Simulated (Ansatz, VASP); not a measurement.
## One calculation of CdH2O2, two programs

```
CELL_PARAMETERS angstrom
3.46279 0.00000 0.00000
-1.73140 2.99887 0.00000
0.00000 0.00000 4.78227
ATOMIC_POSITIONS crystal
Cd 0.00000 0.00000 0.00000
H 0.66667 0.33333 0.55096
H 0.33333 0.66667 0.44904
O 0.66667 0.33333 0.75937
O 0.33333 0.66667 0.24063
```

Change from the starting cell: strain -0.015 along x and y, +0.030 along z, atoms carried along.

Alike in both runs: task single point; functional PBEsol; k mesh 9 × 9 × 6; occupations gaussian, width 0.05 eV; no spin polarisation.

|  | VASP | Ansatz |
| --- | --- | --- |
| version | VASP 6.6.1 | Ansatz 0.2.0 |
| potentials or method | VASP PAW PBE potentials, release 64 (Cd, H, O), cutoff 520 eV | scalar-relativistic, plane waves, PAW |
| valence electrons in the cell | 26 | 34 |

VASP gave:

| Item | Value |
| --- | --- |
| gap on the k mesh at the Fermi level (eV) | 1.57 |
| least direct gap on the mesh (eV) | 1.84 |
| pressure (GPa) | -1.6 |
| traceless stress, the component that is largest in VASP (GPa) | -5.23 |
| rms of the force components (eV/Å) | 0.331 |

Estimate Ansatz's values.

gap on the k mesh at the Fermi level (eV): 1.58; least direct gap on the mesh (eV): 1.85; pressure (GPa): -2.4; traceless stress, the component that is largest in VASP (GPa): -5.51; rms of the force components (eV/Å): 0.368.

VASP's potentials were made for PBE, not for PBEsol. Atom by atom the forces differ by 0.042 eV/Å (rms over components). VASP's potentials hold 26 valence electrons a cell and Ansatz's 34, so a difference there can come from the potentials and not from the codes.
